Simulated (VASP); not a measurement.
# MoSe (Fm-3m) in VASP: a series of runs

Runs on MoSe. Level: PBE+U. Tasks: single point.

Everything below comes from runs of VASP 6.6.1. Logs are shortened: lines on timing, memory, paths and dates and some standing lists are left out, and cuts for length are marked.

### 1 The cell of the first run

The structure is cubic, space group Fm-3m (No. 225). The conventional cell has a = 5.317 Å, b = 5.317 Å, c = 5.317 Å, α = 90.00°, β = 90.00°, γ = 90.00°. Mo (site symmetry m-3m) has 6 Se at 2.66 Å within 3.5 Å. Within 3.5 Å of Se (site symmetry m-3m) lie 6 Mo at 2.66 Å.

### 2 Single point, PBE+U

Contents of INCAR:

```
SYSTEM = MoSe
PREC = Accurate
ENCUT = 500
EDIFF = 1E-6
ISMEAR = 0
SIGMA = 0.1
LREAL = .False.
LASPH = .True.
NELM = 200
ALGO = Normal
ISIF = 2
LWAVE = .False.
LCHARG = .False.
LMAXMIX = 4
LDAU = .True.
LDAUTYPE = 2
LDAUL = 2 -1
LDAUU = 4.38 0
LDAUJ = 0 0
LDAUPRINT = 1
GGA = PE
NBANDS = 17
GGA_COMPAT = .False.
```

Contents of KPOINTS:

```
Automatic mesh
0
Gamma
  12 12 12
  0 0 0
```

Contents of POSCAR:

```
MoSe
1.0
    0.0000000000      2.6586320872      2.6586320872
    2.6586320872      0.0000000000      2.6586320872
    2.6586320872      2.6586320872      0.0000000000
Mo Se
1 1
Direct
    0.0000000000      0.0000000000      0.0000000000
    0.5000000000      0.5000000000      0.5000000000
```

Potentials or basis: VASP PAW PBE potentials, release 64 (Mo_sv, Se).

Launch:

```
$ cat potpaw_PBE.64/Mo_sv/POTCAR potpaw_PBE.64/Se/POTCAR > POTCAR
$ mpirun -np 1 vasp_std > vasp.out
```

OUTCAR:

```text
SYSTEM = MoSe
   PREC = Accurate
   ENCUT = 500
   EDIFF = 1E-6
   ISMEAR = 0
   LREAL = .False.
   LASPH = .True.
   NELM = 200
   ISIF = 2
   GGA = PE

 ion  position               nearest neighbor table
   1  0.000  0.000  0.000-   2 2.66   2 2.66   2 2.66   2 2.66   2 2.66   2 2.66
   2  0.500  0.500  0.500-   1 2.66   1 2.66   1 2.66   1 2.66   1 2.66   1 2.66

  LATTYP: Found a face centered cubic cell.
 ALAT       =     5.3172641744

  Lattice vectors:

 A1 = (   0.0000000000,   2.6586320872,   2.6586320872)
 A2 = (   2.6586320872,   0.0000000000,   2.6586320872)
 A3 = (   2.6586320872,   2.6586320872,   0.0000000000)

Analysis of symmetry for initial positions (statically):
=====================================================================
 Subroutine PRICEL returns:
 Original cell was already a primitive cell.

 Routine SETGRP: Setting up the symmetry group for a
 face centered cubic supercell.

 Subroutine GETGRP returns: Found 48 space group operations
 (whereof 48 operations were pure point group operations)
 out of a pool of 48 trial point group operations.

The static configuration has the point symmetry O_h .

Analysis of symmetry for dynamics (positions and initial velocities):
=====================================================================
 Subroutine PRICEL returns:
 Original cell was already a primitive cell.

 Routine SETGRP: Setting up the symmetry group for a
 face centered cubic supercell.

 Subroutine GETGRP returns: Found 48 space group operations
 (whereof 48 operations were pure point group operations)
 out of a pool of 48 trial point group operations.

The dynamic configuration has the point symmetry O_h .

 Subroutine INISYM returns: Found 48 space group operations
 (whereof 48 operations are pure point group operations),
 and found     1 'primitive' translations

----------------------------------------------------------------------------------------

                                     Primitive cell

  volume of cell :      37.5841

  direct lattice vectors                    reciprocal lattice vectors
[... 139 lines left out ...]
  0.0000  0.0000  0.0000  0.0000  0.2357

spin component  2

  0.5030  0.0000 -0.0000 -0.0000  0.0000
  0.0000  0.5030  0.0000  0.0000  0.0000
 -0.0000  0.0000  0.2357  0.0000  0.0000
 -0.0000  0.0000  0.0000  0.5030  0.0000
  0.0000  0.0000  0.0000  0.0000  0.2357

 occupancies and eigenvectors

  o =  0.2357  v =  0.0000  0.0000  0.9998 -0.0000 -0.0194  0.0000  0.0000  0.0000  0.0000  0.0000      0.0000  0.0000  0.0000  0.0000  0.0000  0.0000  0.0000  0.0000  0.0000  0.0000
  o =  0.2357  v =  0.0000  0.0000  0.0000  0.0000  0.0000  0.0000  0.0000  0.9998 -0.0000 -0.0194      0.0000  0.0000  0.0000  0.0000  0.0000  0.0000  0.0000  0.0000  0.0000  0.0000
  o =  0.2357  v =  0.0000 -0.0000 -0.0194 -0.0000 -0.9998  0.0000  0.0000  0.0000  0.0000  0.0000      0.0000  0.0000  0.0000  0.0000  0.0000  0.0000  0.0000  0.0000  0.0000  0.0000
  o =  0.2357  v =  0.0000  0.0000  0.0000  0.0000  0.0000  0.0000 -0.0000 -0.0194 -0.0000 -0.9998      0.0000  0.0000  0.0000  0.0000  0.0000  0.0000  0.0000  0.0000  0.0000  0.0000
  o =  0.5030  v =  0.0000 -0.8541  0.0000  0.5201  0.0000  0.0000  0.0000  0.0000  0.0000  0.0000      0.0000  0.0000  0.0000  0.0000  0.0000  0.0000  0.0000  0.0000  0.0000  0.0000
  o =  0.5030  v =  0.0000  0.0000  0.0000  0.0000  0.0000  0.0000 -0.8541  0.0000  0.5201  0.0000      0.0000  0.0000  0.0000  0.0000  0.0000  0.0000  0.0000  0.0000  0.0000  0.0000
  o =  0.5030  v =  0.0000  0.0000  0.0000  0.0000  0.0000  0.0000  0.5201 -0.0000  0.8541  0.0000      0.0000  0.0000  0.0000  0.0000  0.0000  0.0000  0.0000  0.0000  0.0000  0.0000
  o =  0.5030  v =  0.0000  0.5201 -0.0000  0.8541  0.0000  0.0000  0.0000  0.0000  0.0000  0.0000      0.0000  0.0000  0.0000  0.0000  0.0000  0.0000  0.0000  0.0000  0.0000  0.0000
  o =  0.5030  v =  1.0000  0.0000  0.0000  0.0000  0.0000  0.0000  0.0000  0.0000  0.0000  0.0000      0.0000  0.0000  0.0000  0.0000  0.0000  0.0000  0.0000  0.0000  0.0000  0.0000
  o =  0.5030  v =  0.0000  0.0000  0.0000  0.0000  0.0000  1.0000  0.0000  0.0000  0.0000  0.0000      0.0000  0.0000  0.0000  0.0000  0.0000  0.0000  0.0000  0.0000  0.0000  0.0000

 number of electron      19.9999998 magnetization

 Free energy of the ion-electron system (eV)
  ---------------------------------------------------
  ext. energy  EPLUGINS =         0.00000000
  ---------------------------------------------------
  free energy    TOTEN  =        -8.12664938 eV

  energy without entropy =       -8.10633512  energy(sigma->0) =       -8.11649225

 E-fermi :   8.9009     XC(G=0): -11.4961

 val. band max:        8.8989740923   @ k =  -0.4167   0.4167   0.1667
 cond. band min:       8.9052075423   @ k =   0.5000   0.2500   0.0833
 fundamental gap:      0.0062334500
 Fermi energy:         8.9008679943

 k-point     1 :       0.0000    0.0000    0.0000
  band No.  band energies     occupation
      1     -52.6415      2.00000
      2     -26.7232      2.00000
      3     -26.7232      2.00000
      4     -26.7232      2.00000
      5      -6.6236      2.00000
      6       6.7347      2.00000
[... 457 lines left out ...]
      4     -26.7348      2.00000
      5      -5.2284      2.00000
      6       1.8009      2.00000
[... 9 lines left out ...]
     16      16.6976      0.00000
     17      18.2753      0.00000

 [... further k-points ...]

------------------------ aborting loop because EDIFF is reached ----------------------------------------

  FORCE on cell =-STRESS in cart. coord.  units (eV):
  Direction    XX          YY          ZZ          XY          YZ          ZX
  --------------------------------------------------------------------------------------
  -------------------------------------------------------------------------------------
  Total       -0.2057530     -0.2057530     -0.2057530     -0.0000000      0.0000000     -0.0000000
  in kB       -8.7710588     -8.7710588     -8.7710588     -0.0000000      0.0000000     -0.0000000
  external PRESSURE =      -8.7710588 kB  Pullay stress =       0.0000000 kB

 VOLUME and BASIS-vectors are now :
 -----------------------------------------------------------------------------
  energy-cutoff  :      500.00
  volume of cell :       37.58
      direct lattice vectors                 reciprocal lattice vectors
     0.000000000  2.658632087  2.658632087    -0.188066639  0.188066639  0.188066639
     2.658632087  0.000000000  2.658632087     0.188066639 -0.188066639  0.188066639
     2.658632087  2.658632087  0.000000000     0.188066639  0.188066639 -0.188066639

 POSITION                                       TOTAL-FORCE (eV/Angst)
 -----------------------------------------------------------------------------------
      0.00000      0.00000      0.00000         0.000000     -0.000000     -0.000000
      2.65863      2.65863      2.65863        -0.000000      0.000000      0.000000
 -----------------------------------------------------------------------------------
    total drift:                               -0.000000      0.000000      0.000000

  FREE ENERGIE OF THE ION-ELECTRON SYSTEM (eV)
  ---------------------------------------------------
  free  energy   TOTEN  =        -8.1266493840 eV

  energy  without entropy=       -8.1063351190  energy(sigma->0) =       -8.11649225
```

Wall time 62 s (1 thread of Intel Xeon 8259CL, shared host); peak memory 0.19 GiB.

What came out:

* Free energy: -8.1266 eV
* Pressure: -0.9 GPa
* Band gap on the k mesh: zero (bands 10 and 11 overlap by 2.15 eV)

Eigenvalues of the final occupation matrices:
```
    site  spin  trace               eigenvalues
site 1 d     1   1.98  0.24 0.24 0.50 0.50 0.50
site 1 d     2   1.98  0.24 0.24 0.50 0.50 0.50
```

Caveat: U without spin polarisation on a metal has little footing.

### 3 Single point, PBE+U

This run uses another cell than the first one, of 20.20 Å³/atom.

Contents of INCAR:

```
  PREC = Accurate
  ENCUT = 500
  EDIFF = 1E-6
  ISMEAR = 0
  SIGMA = 0.1
  LREAL = F
  LASPH = T
  NELM = 200
  ALGO = Normal
  ISIF = 2
  LWAVE = F
  LCHARG = F
  LMAXMIX = 4
  LDAU = T
  LDAUTYPE = 2
  LDAUL = 2 -1
  LDAUU = 4.38 0
  LDAUJ = 0 0
  LDAUPRINT = 1
  GGA = PE
  NBANDS = 17
  GGA_COMPAT = F
```

Contents of KPOINTS:

```
regular mesh
0
Gamma
  12 12 12
```

Contents of POSCAR:

```
MoSe
1.0
    0.0000000000      2.7235021977      2.7235021977
    2.7235021977      0.0000000000      2.7235021977
    2.7235021977      2.7235021977      0.0000000000
Mo Se
1 1
Direct
    0.0000000000      0.0000000000      0.0000000000
    0.5000000000      0.5000000000      0.5000000000
```

Potentials or basis: VASP PAW PBE potentials, release 64 (Mo_sv, Se).

Launch:

```
$ cat potpaw_PBE.64/Mo_sv/POTCAR potpaw_PBE.64/Se/POTCAR > POTCAR
$ mpirun -np 1 vasp_std > vasp.out
```

It took 65 s on 1 thread of Intel Xeon 8259CL, shared host; peak memory 0.19 GiB.

Results (log left out):

```
Free energy            : -8.0559 eV
Pressure               : -6.8 GPa
Band gap on the k mesh : zero (bands 10 and 11 overlap by 1.96 eV)
```

Levels at points of the mesh, in eV from the Fermi level:
```csv
k point,band 7,band 8,band 9,band 10,band 11,band 12,band 13,band 14
"(0.00, 0.00, 0.00)",-2.03,-2.03,-1.71,-1.71,-1.71,-0.31,-0.31,1.88
"(0.50, 0.00, 0.00)",-4.47,-4.47,-0.16,-0.16,0.25,2.66,4.61,4.61
"(0.50, 0.50, 0.00)",-3.39,-3.39,-2.96,0.19,0.19,0.44,1.82,2.36
```

Eigenvalues of the final occupation matrices:
| site | spin | trace | eigenvalues |
| --- | --- | --- | --- |
| site 1 d | 1 | 1.94 | 0.19 0.19 0.52 0.52 0.52 |
| site 1 d | 2 | 1.94 | 0.19 0.19 0.52 0.52 0.52 |

Caveat: the cell stands under tension; U without spin polarisation on a metal has little footing.

### 4 Single point, PBE+U

This run uses another cell than the first one, of 21.61 Å³/atom.

Contents of INCAR:

```
SYSTEM = MoSe
PREC = Accurate ; ENCUT = 500
EDIFF = 1E-6 ; ISMEAR = 0
SIGMA = 0.1 ; LREAL = .FALSE.
LASPH = .TRUE. ; NELM = 200
ALGO = Normal ; ISIF = 2
LWAVE = .FALSE. ; LCHARG = .FALSE.
LMAXMIX = 4 ; LDAU = .TRUE.
LDAUTYPE = 2 ; LDAUL = 2 -1
LDAUU = 4.38 0 ; LDAUJ = 0 0
LDAUPRINT = 1 ; GGA = PE
NBANDS = 17 ; GGA_COMPAT = .FALSE.
```

Contents of KPOINTS:

```
Automatic mesh
0
G
  12 12 12
  0 0 0
```

Contents of POSCAR:

```
MoSe
1.0
    0.0000000000      2.7854210634      2.7854210634
    2.7854210634      0.0000000000      2.7854210634
    2.7854210634      2.7854210634      0.0000000000
Mo Se
1 1
Direct
    0.0000000000      0.0000000000      0.0000000000
    0.5000000000      0.5000000000      0.5000000000
```

Launch:

```
$ cat potpaw_PBE.64/Mo_sv/POTCAR potpaw_PBE.64/Se/POTCAR > POTCAR
$ mpirun -np 1 vasp_std > vasp.out
```

Wall time 76 s (1 thread of Intel Xeon 8259CL, shared host); peak memory 0.2 GiB.

It converged, with:

```
Free energy            : -7.8973 eV
Pressure               : -11.0 GPa
Band gap on the k mesh : zero (bands 10 and 11 overlap by 1.77 eV)
```

Levels at points of the mesh, in eV from the Fermi level:
| k point | band 7 | band 8 | band 9 | band 10 | band 11 | band 12 | band 13 | band 14 |
| --- | --- | --- | --- | --- | --- | --- | --- | --- |
| (0.00, 0.00, 0.00) | -1.89 | -1.89 | -1.51 | -1.51 | -1.51 | -0.04 | -0.04 | 1.53 |
| (0.50, 0.00, 0.00) | -4.07 | -4.07 | -0.14 | -0.14 | 0.20 | 2.72 | 4.35 | 4.35 |
| (0.50, 0.50, 0.00) | -3.16 | -3.16 | -2.61 | 0.15 | 0.15 | 0.64 | 1.80 | 2.18 |

Eigenvalues of the final occupation matrices:
```
    site  spin  trace               eigenvalues
site 1 d     1   1.92  0.17 0.17 0.53 0.53 0.53
site 1 d     2   1.92  0.17 0.17 0.53 0.53 0.53
```

Caveat: the cell stands under tension; U without spin polarisation on a metal has little footing.

### 5 The runs side by side

```tsv
cell	gap on the mesh (eV)	pressure (GPa)
a = 3.760 Å, angles 60.0°, 2 atoms	none	-0.9
a = 3.852 Å, angles 60.0°, 2 atoms	none	-6.8
a = 3.939 Å, angles 60.0°, 2 atoms	none	-11.0
```

Alike in all rows: task single point; level PBE+U; potentials or basis VASP PAW PBE potentials, release 64 (Mo_sv, Se); no spin polarisation; Mo d U = 4.38 eV; k mesh 12 × 12 × 12; cutoff (eV) 500; smearing gaussian 0.1 eV.

Caveats: U without spin polarisation on a metal has little footing; the cell stands under tension (at least some runs).

Absolute energies hang on the potentials; compare differences alone.
